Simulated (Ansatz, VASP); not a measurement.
## Two plane-wave programs on ZnS

```
CELL_PARAMETERS angstrom
3.80509 0.00000 0.00000
-1.90254 3.29530 0.00000
0.00000 0.00000 24.91593
ATOMIC_POSITIONS crystal
Zn 0.33333 0.66667 0.12512
Zn 0.00000 0.00000 0.00016
Zn 0.66667 0.33333 0.62505
Zn 0.66667 0.33333 0.87514
Zn 0.00000 0.00000 0.75002
Zn 0.33333 0.66667 0.50008
Zn 0.00000 0.00000 0.37509
Zn 0.66667 0.33333 0.25013
S 0.66667 0.33333 0.34372
S 0.66667 0.33333 0.71858
S 0.33333 0.66667 0.21873
S 0.00000 0.00000 0.84367
S 0.66667 0.33333 0.96881
S 0.00000 0.00000 0.09373
S 0.33333 0.66667 0.59369
S 0.00000 0.00000 0.46869
```

Alike in both runs: functional PBE; k mesh 8 × 8 × 2; occupations fermi-dirac, width 0.02 eV; no spin polarisation.

Ansatz relaxed the structure, and its values are those at the end. VASP's run is a single point on that final structure, the one shown.

|  | VASP | Ansatz |
| --- | --- | --- |
| version | VASP 6.6.1 | Ansatz 0.2.0 |
| potentials or method | VASP PAW PBE potentials, release 64 (Zn, S) | plane-wave PAW, scalar-relativistic |
| plane-wave cutoff (eV) | 520 | 420 |
| valence electrons in the cell | 144 | 144 |

```tsv
	VASP	Ansatz	Ansatz less VASP
gap on the k mesh at the Fermi level (eV)	2.17	2.17	-0.006
pressure (GPa)	2.6	2.4	-0.16
rms of the force components (eV/Å)	0.004	0.004	+0.0002
```

The functional is the same, so the differences come from potentials, cutoffs and numerics. Ansatz's warnings: stress scf threshold loose.
